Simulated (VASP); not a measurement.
Set up this calculation in VASP 6.6.1, as the native input.

```yaml
Task: single point
Functional: PBE
Potentials_or_basis: VASP PAW PBE potentials, release 64 (Si, C)
Cutoff: 520 eV
k_mesh: 12 × 12 × 8
Occupations: gaussian, width 0.05 eV
Spin: no spin polarisation
Dipole_correction: no
Further_INCAR_settings: ALGO = Normal; EDIFF = 1e-06; NBANDS = 16
```

The structure of SiC lies in POSCAR:

```
SiC
1.0
    3.0760000000      0.0000000000      0.0000000000
   -1.5380000000      2.6638941420      0.0000000000
    0.0000000000      0.0000000000      5.0480000000
Si C
2 2
Direct
    0.3333333333      0.6666666667      0.0000000000
    0.6666666667      0.3333333333      0.5000000000
    0.3333333333      0.6666666667      0.3850000000
    0.6666666667      0.3333333333      0.8850000000
```

These files were run (other wordings do the same):

INCAR

```
SYSTEM = SiC
PREC     = Accurate       ! precision mode
ENCUT    = 520            ! plane-wave cutoff, eV
EDIFF    = 1E-6           ! SCF threshold, eV
ISMEAR   = 0              ! smearing method
SIGMA    = 0.05           ! smearing width, eV
LREAL    = .False.        ! projectors in reciprocal space
LASPH    = .True.         ! aspherical terms in the spheres
NELM     = 60             ! most SCF steps
ALGO     = Normal         ! electronic algorithm
ISIF     = 2              ! what is computed and relaxed
LWAVE    = .False.        ! write WAVECAR
LCHARG   = .False.        ! write CHGCAR
GGA      = PE             ! functional
NBANDS   = 16             ! bands
```

KPOINTS

```
Automatic mesh
0
Gamma
  12 12 8
  0 0 0
```

Potentials or basis: VASP PAW PBE potentials, release 64 (Si, C).

Run with:

```sh
$ cat potpaw_PBE.64/Si/POTCAR potpaw_PBE.64/C/POTCAR > POTCAR
$ mpirun -np 1 vasp_std > vasp.out
```

Results of the run:

```
Pressure               : 3.6 GPa
Largest force          : 0.753 eV/Å
Band gap on the k mesh : 2.32 eV, indirect (least direct gap 4.08 eV)
```

It took 31 s on 1 thread of Intel(R) Xeon(R) Platinum 8375C CPU @ 2.90GHz (Ice Lake) (shared host), peak memory 0.18 GiB.
